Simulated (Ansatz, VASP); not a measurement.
# Sr in VASP and in Ansatz

```
Sr
1.0
     0.00000    3.01914    3.01914
     3.01914    0.00000    3.01914
     3.01914    3.01914    0.00000
Sr
1
Direct
  0.00000 0.00000 0.00000
```

Change from the starting cell: volume scaled by 1, norm-conserving files.

Alike in both runs: task single point; functional PBE; k mesh 12 × 12 × 12; occupations fermi-dirac, width 0.08 eV; no spin polarisation.

|  | VASP | Ansatz |
| --- | --- | --- |
| version | VASP 6.6.1 | Ansatz 0.2.0 |
| potentials or method | VASP PAW PBE potentials, release 64 (Sr_sv) | norm-conserving pseudopotentials, scalar-relativistic |
| plane-wave cutoff (eV) | 520 | 925 |
| valence electrons in the cell | 10 | 10 |

```tsv
	VASP	Ansatz	Ansatz less VASP
pressure (GPa)	0.0	0.0	-0.01
```
